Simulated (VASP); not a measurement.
# KMgF3 (Pm-3m) in VASP: further runs

Runs on KMgF3. Level: PBE. Tasks: single point.

All numbers are computed with VASP 6.6.1; they aren't measurements. Logs are shortened: lines on timing, memory, paths and dates and some standing lists are left out, and cuts for length are marked.

### 1 The cell of the first run

The structure is cubic, space group Pm-3m (No. 221). The conventional cell has a = 3.379 Å, b = 3.379 Å, c = 3.379 Å, α = 90.00°, β = 90.00°, γ = 90.00°. K (site symmetry m-3m) has 12 F at 2.39 Å and 8 Mg at 2.93 Å within 3.2 Å. Mg (site symmetry m-3m) has 6 F at 1.69 Å within 2.2 Å. F (site symmetry 4/mmm) has 2 Mg at 1.69 Å within 2.2 Å.

### 2 Single point, PBE

Contents of INCAR:

```
SYSTEM = KMgF3
PREC = Accurate ; ENCUT = 520
EDIFF = 1E-6 ; ISMEAR = 0
SIGMA = 0.01 ; LREAL = .False.
LASPH = .True. ; NELM = 100
ALGO = Normal ; ISIF = 2
LWAVE = .False. ; LCHARG = .False.
GGA = PE ; NBANDS = 24
```

Contents of KPOINTS:

```
Automatic mesh
0
Gamma
  6 6 6
  0 0 0
```

Contents of POSCAR:

```
KMgF3
1.0
    3.3787912572      0.0000000000      0.0000000000
    0.0000000000      3.3787912572      0.0000000000
    0.0000000000      0.0000000000      3.3787912572
K Mg F
1 1 3
Direct
    0.5000000000      0.5000000000      0.5000000000
    0.0000000000      0.0000000000      0.0000000000
    0.5000000000      0.0000000000      0.0000000000
    0.0000000000      0.5000000000      0.0000000000
    0.0000000000      0.0000000000      0.5000000000
```

Potentials or basis: VASP PAW PBE potentials, release 64 (K_sv, Mg, F).

Run with:

```
$ cat potpaw_PBE.64/K_sv/POTCAR potpaw_PBE.64/Mg/POTCAR potpaw_PBE.64/F/POTCAR > POTCAR
$ mpirun -np 1 vasp_std > vasp.out
```

OUTCAR:

```text
SYSTEM = KMgF3
   PREC = Accurate
   ENCUT = 520
   EDIFF = 1E-6
   ISMEAR = 0
   LREAL = .False.
   LASPH = .True.
   NELM = 100
   ISIF = 2
   GGA = PE

 ion  position               nearest neighbor table
   1  0.500  0.500  0.500-   3 2.39   4 2.39   5 2.39   3 2.39   4 2.39   3 2.39   5 2.39   3 2.39
                             4 2.39   5 2.39   4 2.39   5 2.39   2 2.93   2 2.93   2 2.93   2 2.93
   2  0.000  0.000  0.000-   3 1.69   4 1.69   5 1.69   5 1.69   4 1.69   3 1.69   1 2.93   1 2.93
                             1 2.93   1 2.93   1 2.93   1 2.93   1 2.93   1 2.93
   3  0.500  0.000  0.000-   2 1.69   2 1.69   1 2.39   1 2.39   1 2.39   1 2.39
   4  0.000  0.500  0.000-   2 1.69   2 1.69   1 2.39   1 2.39   1 2.39   1 2.39
   5  0.000  0.000  0.500-   2 1.69   2 1.69   1 2.39   1 2.39   1 2.39   1 2.39

  LATTYP: Found a simple cubic cell.
 ALAT       =     3.3787912572

  Lattice vectors:

 A1 = (   3.3787912572,   0.0000000000,   0.0000000000)
 A2 = (   0.0000000000,   3.3787912572,   0.0000000000)
 A3 = (   0.0000000000,   0.0000000000,   3.3787912572)

Analysis of symmetry for initial positions (statically):
=====================================================================
 Subroutine PRICEL returns:
 Original cell was already a primitive cell.

 Routine SETGRP: Setting up the symmetry group for a
 simple cubic supercell.

 Subroutine GETGRP returns: Found 48 space group operations
 (whereof 48 operations were pure point group operations)
 out of a pool of 48 trial point group operations.

The static configuration has the point symmetry O_h .

Analysis of symmetry for dynamics (positions and initial velocities):
=====================================================================
 Subroutine PRICEL returns:
 Original cell was already a primitive cell.

 Routine SETGRP: Setting up the symmetry group for a
 simple cubic supercell.

 Subroutine GETGRP returns: Found 48 space group operations
 (whereof 48 operations were pure point group operations)
 out of a pool of 48 trial point group operations.

The dynamic configuration has the point symmetry O_h .

 Subroutine INISYM returns: Found 48 space group operations
 (whereof 48 operations are pure point group operations),
 and found     1 'primitive' translations

----------------------------------------------------------------------------------------

                                     Primitive cell

  volume of cell :      38.5731

  direct lattice vectors                    reciprocal lattice vectors
     3.378791257  0.000000000  0.000000000     0.295963830  0.000000000  0.000000000
     0.000000000  3.378791257  0.000000000     0.000000000  0.295963830  0.000000000
     0.000000000  0.000000000  3.378791257     0.000000000  0.000000000  0.295963830

  length of vectors
     3.378791257  3.378791257  3.378791257     0.295963830  0.295963830  0.295963830

  position of ions in fractional coordinates (direct lattice)
     0.500000000  0.500000000  0.500000000
     0.000000000  0.000000000  0.000000000
     0.500000000  0.000000000  0.000000000
     0.000000000  0.500000000  0.000000000
     0.000000000  0.000000000  0.500000000

  ion indices of the primitive-cell ions
   primitive index   ion index
                 1           1
                 2           2
                 3           3
                 4           4
                 5           5

----------------------------------------------------------------------------------------

 KPOINTS: Automatic mesh

Automatic generation of k-mesh.
 Grid dimensions read from file:
 generate k-points for:    6    6    6

 Generating k-lattice:

  Cartesian coordinates                     Fractional coordinates (reciprocal lattice)
     0.049327305  0.000000000  0.000000000     0.166666667  0.000000000  0.000000000
     0.000000000  0.049327305  0.000000000     0.000000000  0.166666667  0.000000000
     0.000000000  0.000000000  0.049327305     0.000000000  0.000000000  0.166666667

  Length of vectors
     0.049327305  0.049327305  0.049327305

  Shift w.r.t. Gamma in fractional coordinates (k-lattice)
     0.000000000  0.000000000  0.000000000

 Subroutine IBZKPT returns following result:
 ===========================================

 Found     20 irreducible k-points:

 Following reciprocal coordinates:
            Coordinates               Weight
  0.000000  0.000000  0.000000      1.000000
  0.166667  0.000000  0.000000      6.000000
  0.333333  0.000000  0.000000      6.000000
  0.500000  0.000000  0.000000      3.000000
  0.166667  0.166667  0.000000     12.000000
  0.333333  0.166667  0.000000     24.000000
[... 12 lines left out ...]
  0.500000  0.500000  0.333333      6.000000
  0.500000  0.500000  0.500000      1.000000
   k-points           NKPTS =     20   k-points in BZ     NKDIM =     20   number of bands    NBANDS=     24
   number of dos      NEDOS =    301   number of ions     NIONS =      5
   total plane-waves  NPLWV =  21952
   dimension x,y,z NGX =    28 NGY =   28 NGZ =   28
   dimension x,y,z NGXF=    56 NGYF=   56 NGZF=   56
   ions per type =               1   1   3
   NGX,Y,Z   is equivalent  to a cutoff of  13.78, 13.78, 13.78 a.u.
   NGXF,Y,Z  is equivalent  to a cutoff of  27.55, 27.55, 27.55 a.u.
 SYSTEM =  KMgF3
   PREC   = accura    normal or accurate (medium, high low for compatibility)
   ISTART =      0    job   : 0-new  1-cont  2-samecut
   ICHARG =      2    charge: 1-file 2-atom 10-const
   ISPIN  =      1    spin polarized calculation?
   LNONCOLLINEAR =      F non collinear calculations
   LSORBIT =      F    spin-orbit coupling
   LASPH  =      T    aspherical Exc in radial PAW
   ENCUT  =  520.0 eV  38.22 Ry    6.18 a.u.   6.28  6.28  6.28*2*pi/ulx,y,z
   NELM   =    100;   NELMIN=  2; NELMDL= -5     # of ELM steps
   EDIFF  = 0.1E-05   stopping-criterion for ELM
   LREAL  =      F    real-space projection
   EDIFFG = 0.1E-04   stopping-criterion for IOM
   NSW    =      0    number of steps for IOM
   IBRION =     -1    ionic relax: 0-MD 1-quasi-New 2-CG
   NFREE  =      0    steps in history (QN), initial steepest desc. (CG)
   ISIF   =      2    stress and relaxation
   ISYM   =      2    0-nonsym 1-usesym 2-fastsym
   POTIM  = 0.5000    time-step for ionic-motion
   TEBEG  =    0.0;   TEEND  =   0.0 temperature during run
   PSTRESS=    0.0 pullay stress
   NELECT =      32.0000    total number of electrons
   NUPDOWN=      -1.0000    fix difference up-down
   EMIN   =  10.00;   EMAX   =-10.00  energy-range for DOS
   EFERMI =   0.00;   METHOD = LEGACY
   ISMEAR =     0;   SIGMA  =   0.01  broadening in eV -4-tet -1-fermi 0-gaus
   EFERMI_NEDOS =   21; number of points for ismear=-14 and -15
   IALGO  =     38    algorithm
   IMIX   =      4    mixing-type and parameters
     AMIX     =   0.40;   BMIX     =  1.00
     AMIX_MAG =   1.60;   BMIX_MAG =  1.00
  volume/ion in A,a.u.               =       7.71        52.06
  Fermi-wavevector in a.u.,A,eV,Ry     =   1.538261  2.906892 32.194758  2.366248
  Thomas-Fermi vector in A             =   2.644655
   LORBIT       =      0    0 simple, 1 ext, 2 COOP (PROOUT), +10 PAW based schemes
   GGA     = PE    functional components
   LHFCALC =     F    Hartree Fock is set to
   AEXX    =    0.0000 exact exchange contribution
   IVDW    =     0    specifies the selected vdW correction
   LEPSILON=     F    determine dielectric tensor
   LRPA    =     F    only Hartree local field effects (RPA)
 non-spin polarized calculation
 Gauss-broadening in eV      SIGMA  =   0.01
  energy-cutoff  :      520.00
  volume of cell :       38.57
 maximum number of plane-waves:      1064
 NGX is ok and might be reduce to    28
   NGX = 13   NGY = 13   NGZ = 13

 number of electron      31.9999955 magnetization

 Free energy of the ion-electron system (eV)
  ---------------------------------------------------
  ext. energy  EPLUGINS =         0.00000000
  ---------------------------------------------------
  free energy    TOTEN  =       -17.81473482 eV

  energy without entropy =      -17.81473482  energy(sigma->0) =      -17.81473482

 E-fermi :   2.0346     XC(G=0): -12.4127

 val. band max:        1.8813625744   @ k =   0.5000   0.5000   0.5000
 cond. band min:      12.2943188890   @ k =   0.0000   0.0000   0.0000
 fundamental gap:     10.4129563147
 Fermi energy:         2.0345751085

 k-point     1 :       0.0000    0.0000    0.0000
  band No.  band energies     occupation
      1     -23.7091      2.00000
      2     -19.5095      2.00000
      3     -18.4808      2.00000
      4     -18.4808      2.00000
      5      -7.0672      2.00000
      6      -7.0672      2.00000
[... 16 lines left out ...]
     23      23.2797      0.00000
     24      25.1790      0.00000

 k-point     2 :       0.1667    0.0000    0.0000
  band No.  band energies     occupation
      1     -23.5973      2.00000
      2     -19.5763      2.00000
      3     -18.5693      2.00000
      4     -18.4691      2.00000
      5      -6.9668      2.00000
      6      -6.9668      2.00000
[... 16 lines left out ...]
     23      23.2833      0.00000
     24      24.1772      0.00000

 k-point     3 :       0.3333    0.0000    0.0000
  band No.  band energies     occupation
      1     -23.3432      2.00000
      2     -19.8195      2.00000
      3     -18.6585      2.00000
      4     -18.4463      2.00000
      5      -6.7455      2.00000
      6      -6.7455      2.00000
[... 16 lines left out ...]
     23      22.4988      0.00000
     24      22.6385      0.00000

 k-point     4 :       0.5000    0.0000    0.0000
  band No.  band energies     occupation
      1     -23.1953      2.00000
      2     -19.9944      2.00000
      3     -18.6658      2.00000
      4     -18.4352      2.00000
      5      -6.6219      2.00000
      6      -6.6219      2.00000
[... 16 lines left out ...]
     23      21.0979      0.00000
     24      21.7096      0.00000

 k-point     5 :       0.1667    0.1667    0.0000
  band No.  band energies     occupation
      1     -23.4942      2.00000
      2     -19.5995      2.00000
      3     -18.6260      2.00000
      4     -18.5050      2.00000
      5      -7.0144      2.00000
      6      -6.8695      2.00000
[... 16 lines left out ...]
     23      23.0804      0.00000
     24      23.2280      0.00000

 k-point     6 :       0.3333    0.1667    0.0000
  band No.  band energies     occupation
      1     -23.2631      2.00000
      2     -19.7394      2.00000
      3     -18.7345      2.00000
      4     -18.5049      2.00000
      5      -6.8913      2.00000
      6      -6.6562      2.00000
[... 16 lines left out ...]
     23      22.3789      0.00000
     24      22.5051      0.00000
[... 271 lines left out ...]
 k-point    17 :       0.3333    0.3333    0.3333
  band No.  band energies     occupation
      1     -22.9295      2.00000
      2     -19.3236      2.00000
      3     -18.8070      2.00000
      4     -18.8070      2.00000
      5      -7.5311      2.00000
      6      -7.5311      2.00000
[... 16 lines left out ...]
     23      22.3174      0.00000
     24      23.8691      0.00000

 k-point    18 :       0.5000    0.3333    0.3333
  band No.  band energies     occupation
      1     -22.8730      2.00000
      2     -19.1896      2.00000
      3     -18.9196      2.00000
      4     -18.7756      2.00000
      5      -7.6970      2.00000
      6      -7.5733      2.00000
[... 16 lines left out ...]
     23      22.1285      0.00000
     24      23.5426      0.00000

 k-point    19 :       0.5000    0.5000    0.3333
  band No.  band energies     occupation
      1     -22.8311      2.00000
      2     -18.9522      2.00000
      3     -18.9183      2.00000
      4     -18.9183      2.00000
      5      -7.7762      2.00000
      6      -7.7762      2.00000
[... 16 lines left out ...]
     23      22.6820      0.00000
     24      22.6820      0.00000

 k-point    20 :       0.5000    0.5000    0.5000
  band No.  band energies     occupation
      1     -22.8005      2.00000
      2     -18.8822      2.00000
      3     -18.8822      2.00000
      4     -18.8822      2.00000
      5      -7.9972      2.00000
      6      -7.9972      2.00000
[... 16 lines left out ...]
     23      23.2403      0.00000
     24      23.2403      0.00000

------------------------ aborting loop because EDIFF is reached ----------------------------------------

  FORCE on cell =-STRESS in cart. coord.  units (eV):
  Direction    XX          YY          ZZ          XY          YZ          ZX
  --------------------------------------------------------------------------------------
  -------------------------------------------------------------------------------------
  Total       30.2769165     30.2769165     30.2769165     -0.0000000     -0.0000000     -0.0000000
  in kB     1257.5872927   1257.5872927   1257.5872927     -0.0000000     -0.0000000     -0.0000000
  external PRESSURE =    1257.5872927 kB  Pullay stress =       0.0000000 kB

 VOLUME and BASIS-vectors are now :
 -----------------------------------------------------------------------------
  energy-cutoff  :      520.00
  volume of cell :       38.57
      direct lattice vectors                 reciprocal lattice vectors
     3.378791257  0.000000000  0.000000000     0.295963830  0.000000000  0.000000000
     0.000000000  3.378791257  0.000000000     0.000000000  0.295963830  0.000000000
     0.000000000  0.000000000  3.378791257     0.000000000  0.000000000  0.295963830

 POSITION                                       TOTAL-FORCE (eV/Angst)
 -----------------------------------------------------------------------------------
      1.68940      1.68940      1.68940         0.000000      0.000000      0.000000
      0.00000      0.00000      0.00000         0.000000      0.000000      0.000000
      1.68940      0.00000      0.00000         0.000000      0.000000      0.000000
      0.00000      1.68940      0.00000         0.000000      0.000000      0.000000
      0.00000      0.00000      1.68940         0.000000      0.000000      0.000000
 -----------------------------------------------------------------------------------
    total drift:                                0.000000      0.000000     -0.000000

  FREE ENERGIE OF THE ION-ELECTRON SYSTEM (eV)
  ---------------------------------------------------
  free  energy   TOTEN  =       -17.8147348243 eV

  energy  without entropy=      -17.8147348243  energy(sigma->0) =      -17.81473482
```

Wall time 37 s (1 thread of Intel Xeon 8259CL, shared host); peak memory 0.17 GiB.

What came out:

| Item | Value |
| --- | --- |
| Free energy | -17.8147 eV |
| Pressure | 125.8 GPa |
| Band gap on the k mesh | 10.41 eV (least direct gap 10.54 eV) |

Levels at points of the mesh, in eV from the valence-band top:
```csv
k point,band 13,band 14,band 15,band 16,band 17,band 18,band 19,band 20
"(0.00, 0.00, 0.00)",-1.32,-0.13,-0.13,-0.13,10.41,10.41,12.45,13.18
"(0.50, 0.00, 0.00)",-1.45,-1.45,-0.84,-0.84,12.42,13.21,14.20,15.40
"(0.50, 0.50, 0.00)",-1.71,-1.10,-1.10,-0.07,13.59,13.84,15.23,15.23
"(0.50, 0.50, 0.50)",-1.69,0.00,0.00,0.00,12.41,12.41,12.41,16.33
```

Caveat: the cell stands under pressure. A k mesh can miss the band edges.

(Continued in part 2 of 2.)
